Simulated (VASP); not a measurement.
# Al3GaN4 (Pm) in VASP: notebook, part 2 of 2

VASP 6.6.1.

**3. Single point, PBEsol (10.37 Å³/atom)**

This run uses another cell than the first one, of 10.37 Å³/atom.

Contents of INCAR:

```
  ALGO = Normal
  EDIFF = 1E-7
  ENCUT = 520
  GGA = PS
  ISIF = 2
  ISMEAR = 0
  LASPH = True
  LCHARG = False
  LREAL = False
  LWAVE = False
  NBANDS = 31
  NELM = 80
  PREC = Accurate
  SIGMA = 0.02
```

Contents of KPOINTS:

```
k-points
0
Gamma
  6 8 4
```

Contents of POSCAR:

```
Al3GaN4
1.0
    4.9883697273      0.0000000000     -0.0000584407
    0.0000000000      3.0999541016      0.0000000000
   -0.0033860457      0.0000000000      5.3650638063
Al Ga N
3 1 4
Direct
    0.5004241520      0.5000000000      0.1674126445
    0.0011516287      0.5000000000      0.8348914462
    0.0012808589      0.0000000000      0.3315936822
    0.4993833644      0.0000000000      0.6661234520
    0.1108475146      0.0000000000      0.6662957804
    0.1223943789      0.5000000000      0.1672185028
    0.6249967032      0.5000000000      0.8402004505
    0.6231203992      0.0000000000      0.3262650414
```

Potentials or basis: VASP PAW PBE potentials, release 64 (Al, Ga_d, N).

Run with:

```
$ cat potpaw_PBE.64/Al/POTCAR potpaw_PBE.64/Ga_d/POTCAR potpaw_PBE.64/N/POTCAR > POTCAR
$ mpirun -np 1 vasp_std > vasp.out
```

OUTCAR:

```text
EDIFF = 1E-7
   ENCUT = 520
   GGA = PS
   ISIF = 2
   ISMEAR = 0
   LASPH = True
   LREAL = False
   NELM = 80
   PREC = Accurate

 ion  position               nearest neighbor table
   1  0.500  0.500  0.167-   7 1.86   8 1.87   8 1.87   6 1.89   2 3.06   3 3.06   3 3.06   3 3.07
                             3 3.07   2 3.07   4 3.09   4 3.09   4 3.10   4 3.10
   2  0.001  0.500  0.835-   5 1.88   5 1.88   7 1.88   6 1.88   1 3.06   4 3.07   4 3.07   1 3.07
                             4 3.08   4 3.08   3 3.08   3 3.08   3 3.11   3 3.11
   3  0.001  0.000  0.332-   5 1.88   6 1.88   6 1.88   8 1.89   1 3.06   1 3.06   4 3.06   1 3.07
                             1 3.07   4 3.08   2 3.08   2 3.08   2 3.11   2 3.11
   4  0.499  0.000  0.666-   7 1.91   7 1.91   8 1.93   5 1.94   3 3.06   2 3.07   2 3.07   2 3.08
                             2 3.08   3 3.08   1 3.09   1 3.09   1 3.10   1 3.10
   5  0.111  0.000  0.666-   2 1.88   2 1.88   3 1.88   4 1.94
   6  0.122  0.500  0.167-   2 1.88   3 1.88   3 1.88   1 1.89
   7  0.625  0.500  0.840-   1 1.86   2 1.88   4 1.91   4 1.91
   8  0.623  0.000  0.326-   1 1.87   1 1.87   3 1.89   4 1.93

  LATTYP: Found a simple monoclinic cell.
 ALAT       =     4.9883697276
 B/A-ratio  =     0.6214363150
 C/A-ratio  =     1.0755146807
 COS(beta)  =    -0.0006428440

  Lattice vectors:

 A1 = (   4.9883697273,   0.0000000000,  -0.0000584407)
 A2 = (   0.0000000000,   3.0999541016,   0.0000000000)
 A3 = (  -0.0033860457,   0.0000000000,   5.3650638063)

Analysis of symmetry for initial positions (statically):
=====================================================================
 Subroutine PRICEL returns:
 Original cell was already a primitive cell.

 Routine SETGRP: Setting up the symmetry group for a
 simple monoclinic supercell.

 Subroutine GETGRP returns: Found  2 space group operations
 (whereof  2 operations were pure point group operations)
 out of a pool of  4 trial point group operations.

The static configuration has the point symmetry C_1h.

Analysis of symmetry for dynamics (positions and initial velocities):
=====================================================================
 Subroutine PRICEL returns:
 Original cell was already a primitive cell.

 Routine SETGRP: Setting up the symmetry group for a
 simple monoclinic supercell.

 Subroutine GETGRP returns: Found  2 space group operations
 (whereof  2 operations were pure point group operations)
 out of a pool of  4 trial point group operations.

The dynamic configuration has the point symmetry C_1h.

 Subroutine INISYM returns: Found  2 space group operations
 (whereof  2 operations are pure point group operations),
 and found     1 'primitive' translations

----------------------------------------------------------------------------------------

                                     Primitive cell

  volume of cell :      82.9638

  direct lattice vectors                    reciprocal lattice vectors
     4.988369727  0.000000000 -0.000058441     0.200466297  0.000000000  0.000126520
     0.000000000  3.099954102  0.000000000     0.000000000  0.322585421  0.000000000
    -0.003386046  0.000000000  5.365063806     0.000002184  0.000000000  0.186391074

  length of vectors
     4.988369728  3.099954102  5.365064875     0.200466337  0.322585421  0.186391074

[... 72 lines left out ...]
  0.500000  0.000000  0.250000      2.000000
 [... further k-points ...]
   k-points           NKPTS =     70   k-points in BZ     NKDIM =     70   number of bands    NBANDS=     31
   number of dos      NEDOS =    301   number of ions     NIONS =      8
   total plane-waves  NPLWV =  38400
   dimension x,y,z NGX =    40 NGY =   24 NGZ =   40
   dimension x,y,z NGXF=    80 NGYF=   48 NGZF=   80
   ions per type =               3   1   4
   NGX,Y,Z   is equivalent  to a cutoff of  13.33, 12.87, 12.39 a.u.
   NGXF,Y,Z  is equivalent  to a cutoff of  26.66, 25.74, 24.79 a.u.
 SYSTEM =  unknown system
   PREC   = accura    normal or accurate (medium, high low for compatibility)
   ISTART =      0    job   : 0-new  1-cont  2-samecut
   ICHARG =      2    charge: 1-file 2-atom 10-const
   ISPIN  =      1    spin polarized calculation?
   LNONCOLLINEAR =      F non collinear calculations
   LSORBIT =      F    spin-orbit coupling
   LASPH  =      T    aspherical Exc in radial PAW
   ENCUT  =  520.0 eV  38.22 Ry    6.18 a.u.   9.28  5.76  9.98*2*pi/ulx,y,z
   NELM   =     80;   NELMIN=  2; NELMDL= -5     # of ELM steps
   EDIFF  = 0.1E-06   stopping-criterion for ELM
   LREAL  =      F    real-space projection
   EDIFFG = 0.1E-05   stopping-criterion for IOM
   NSW    =      0    number of steps for IOM
   IBRION =     -1    ionic relax: 0-MD 1-quasi-New 2-CG
   NFREE  =      0    steps in history (QN), initial steepest desc. (CG)
   ISIF   =      2    stress and relaxation
   ISYM   =      2    0-nonsym 1-usesym 2-fastsym
   POTIM  = 0.5000    time-step for ionic-motion
   TEBEG  =    0.0;   TEEND  =   0.0 temperature during run
   PSTRESS=    0.0 pullay stress
   NELECT =      42.0000    total number of electrons
   NUPDOWN=      -1.0000    fix difference up-down
   EMIN   =  10.00;   EMAX   =-10.00  energy-range for DOS
   EFERMI =   0.00;   METHOD = LEGACY
   ISMEAR =     0;   SIGMA  =   0.02  broadening in eV -4-tet -1-fermi 0-gaus
   EFERMI_NEDOS =   21; number of points for ismear=-14 and -15
   IALGO  =     38    algorithm
   IMIX   =      4    mixing-type and parameters
     AMIX     =   0.40;   BMIX     =  1.00
     AMIX_MAG =   1.60;   BMIX_MAG =  1.00
  volume/ion in A,a.u.               =      10.37        69.98
  Fermi-wavevector in a.u.,A,eV,Ry     =   1.304753  2.465626 23.162294  1.702381
  Thomas-Fermi vector in A             =   2.435668
   LORBIT       =      0    0 simple, 1 ext, 2 COOP (PROOUT), +10 PAW based schemes
   GGA     = PS    functional components
   LHFCALC =     F    Hartree Fock is set to
   AEXX    =    0.0000 exact exchange contribution
   IVDW    =     0    specifies the selected vdW correction
   LEPSILON=     F    determine dielectric tensor
   LRPA    =     F    only Hartree local field effects (RPA)
 non-spin polarized calculation
 Gauss-broadening in eV      SIGMA  =   0.02
  energy-cutoff  :      520.00
  volume of cell :       82.96
 maximum number of plane-waves:      2260
 NGX is ok and might be reduce to    40
   NGX = 19   NGY = 11   NGZ = 19

 number of electron      41.9999996 magnetization

 Free energy of the ion-electron system (eV)
  ---------------------------------------------------
  ext. energy  EPLUGINS =         0.00000000
  ---------------------------------------------------
  free energy    TOTEN  =       -60.01564609 eV

  energy without entropy =      -60.01564609  energy(sigma->0) =      -60.01564609

 E-fermi :   6.2518     XC(G=0): -11.4625

 val. band max:        6.0915236253   @ k =   0.0000   0.0000   0.0000
 cond. band min:       9.8277852417   @ k =   0.0000   0.0000   0.0000
 fundamental gap:      3.7362616164
 Fermi energy:         6.2518050655

 k-point     1 :       0.0000    0.0000    0.0000
  band No.  band energies     occupation
      1      -9.4604      2.00000
      2      -7.9651      2.00000
      3      -7.9228      2.00000
      4      -6.9930      2.00000
      5      -6.7035      2.00000
      6      -6.6075      2.00000
[... 805 lines left out ...]
     30      17.0300      0.00000
     31      17.6554      0.00000

 [... further k-points ...]

------------------------ aborting loop because EDIFF is reached ----------------------------------------

  FORCE on cell =-STRESS in cart. coord.  units (eV):
  Direction    XX          YY          ZZ          XY          YZ          ZX
  --------------------------------------------------------------------------------------
  -------------------------------------------------------------------------------------
  Total        3.3293206      3.2932698      3.2951681      0.0000000      0.0000000     -0.0040606
  in kB       64.2950314     63.5988265     63.6354860      0.0000000      0.0000000     -0.0784168
  external PRESSURE =      63.8431146 kB  Pullay stress =       0.0000000 kB

 VOLUME and BASIS-vectors are now :
 -----------------------------------------------------------------------------
  energy-cutoff  :      520.00
  volume of cell :       82.96
      direct lattice vectors                 reciprocal lattice vectors
     4.988369727  0.000000000 -0.000058441     0.200466297  0.000000000  0.000126520
     0.000000000  3.099954102  0.000000000     0.000000000  0.322585421  0.000000000
    -0.003386046  0.000000000  5.365063806     0.000002184  0.000000000  0.186391074

 POSITION                                       TOTAL-FORCE (eV/Angst)
 -----------------------------------------------------------------------------------
      2.49573      1.54998      0.89815         0.004467      0.000000      0.001343
      0.00292      1.54998      4.47925         0.004172      0.000000      0.001509
      0.00527      0.00000      1.77902         0.002943      0.000000     -0.000914
      2.48885      0.00000      3.57377         0.006138      0.000000      0.003071
      0.55069      0.00000      3.57471         0.009840      0.000000     -0.000157
      0.60998      1.54998      0.89713        -0.002991      0.000000     -0.000126
      3.11487      1.54998      4.50769        -0.015820      0.000000     -0.015884
      3.10725      0.00000      1.75040        -0.008750      0.000000      0.011158
 -----------------------------------------------------------------------------------
    total drift:                                0.000709      0.000000     -0.001135

  FREE ENERGIE OF THE ION-ELECTRON SYSTEM (eV)
  ---------------------------------------------------
  free  energy   TOTEN  =       -60.0156460916 eV

  energy  without entropy=      -60.0156460916  energy(sigma->0) =      -60.01564609
```

Wall time 63 s (1 thread of Intel Xeon 6975P-C (Granite Rapids), shared host); peak memory 0.28 GiB.

Results:

- Free energy: -60.0156 eV
- Pressure: 6.4 GPa
- Largest force: 0.022 eV/Å
- Band gap on the k mesh: 3.74 eV

Forces in eV/Å, atoms in the order of the input:
```
Al   0.004  0.000  0.001
Al   0.004  0.000  0.002
Al   0.003  0.000 -0.001
Ga   0.006  0.000  0.003
N    0.010  0.000  0.000
N   -0.003  0.000  0.000
N   -0.016  0.000 -0.016
N   -0.009  0.000  0.011
```

Caveat: the cell stands under pressure; the PAW data sets were made with another functional, which shifts forces and pressure a little.

**4. Single point, PBEsol**

This run uses another cell than the first one, of 10.65 Å³/atom.

Contents of INCAR:

```
PREC = Accurate ; ENCUT = 520
EDIFF = 1E-7 ; ISMEAR = 0
SIGMA = 0.02 ; LREAL = F
LASPH = T ; NELM = 100
ALGO = Normal ; ISIF = 2
LWAVE = F ; LCHARG = F
GGA = PS ; NBANDS = 31
```

Contents of KPOINTS:

```
regular mesh
0
Gamma
  6 8 4
```

Contents of POSCAR:

```
Al3GaN4
1.0
    5.0376935905      0.0000000000      0.0000000000
    0.0000000000      3.1254377800      0.0000000000
   -0.0033559659      0.0000000000      5.4111720837
Al Ga N
3 1 4
Direct
    0.5002092052      0.5000000000      0.1673357462
    0.0009088470      0.5000000000      0.8348136452
    0.0010748002      0.0000000000      0.3316898122
    0.4993513707      0.0000000000      0.6661741720
    0.1111926054      0.0000000000      0.6662887934
    0.1224967130      0.5000000000      0.1671314433
    0.6251437316      0.5000000000      0.8402311897
    0.6232217269      0.0000000000      0.3263361981
```

Run with:

```
$ cat potpaw_PBE.64/Al/POTCAR potpaw_PBE.64/Ga_d/POTCAR potpaw_PBE.64/N/POTCAR > POTCAR
$ mpirun -np 1 vasp_std > vasp.out
```

It took 62 s on 1 thread of Intel Xeon 6975P-C (Granite Rapids), shared host; peak memory 0.29 GiB.

It converged, with:

```
Free energy            : -60.0658 eV
Pressure               : 0.7 GPa
Largest force          : 0.018 eV/Å
Band gap on the k mesh : 3.53 eV
```

Forces on the atoms (eV/Å):
```
Al   0.006  0.000  0.003
Al   0.001  0.000  0.004
Al   0.001  0.000 -0.003
Ga   0.006  0.000  0.005
N    0.006  0.000  0.000
N   -0.004  0.000 -0.001
N   -0.011  0.000 -0.014
N   -0.006  0.000  0.006
```

Levels at points of the mesh, in eV from the valence-band top:
```
           k point  band 18  band 19  band 20  band 21  band 22  band 23  band 24  band 25
(0.00, 0.00, 0.00)    -0.74    -0.09    -0.01     0.00     3.53     5.44     5.88     6.00
(0.50, 0.00, 0.00)    -0.66    -0.66    -0.32    -0.27     4.82     5.20     5.68     6.08
(0.00, 0.50, 0.00)    -1.90    -1.83    -1.57    -1.49     5.61     5.63     7.59     7.73
(0.50, 0.50, 0.00)    -1.19    -1.18    -1.15    -0.90     6.12     6.45     6.49     6.51
(0.00, 0.00, 0.50)    -0.57    -0.55    -0.40    -0.20     5.52     5.79     6.97     7.37
(0.50, 0.00, 0.50)    -1.21    -1.16    -1.13    -0.74     5.88     6.13     6.29     6.43
(0.00, 0.50, 0.50)    -1.96    -1.87    -0.78    -0.64     5.17     5.58     5.77     5.88
(0.50, 0.50, 0.50)    -1.52    -1.44    -1.41    -1.19     4.67     5.08     5.13     5.16
```

Caveat: the PAW data sets were made with another functional, which shifts forces and pressure a little. A k mesh can miss the band edges.

**5. Overview**

| cell | gap on the mesh (eV) | pressure (GPa) | largest force (eV/Å) |
| --- | --- | --- | --- |
| a = 4.932, b = 3.069, c = 5.311 Å, 8 atoms | 3.99 | 13.9 | 0.03 |
| a = 4.988, b = 3.100, c = 5.365 Å, 8 atoms | 3.74 | 6.4 | 0.02 |
| a = 5.038, b = 3.125, c = 5.411 Å, 8 atoms | 3.53 | 0.7 | 0.02 |

Alike in all rows: task single point; level PBEsol; potentials or basis VASP PAW PBE potentials, release 64 (Al, Ga_d, N); no spin polarisation; k mesh 6 × 8 × 4; cutoff (eV) 520; smearing gaussian 0.02 eV.

Caveats: the PAW data sets were made with another functional, which shifts forces and pressure a little; the cell stands under pressure (at least some runs).

Total energies depend on the potentials used, so only differences within one code and one set of settings carry meaning.
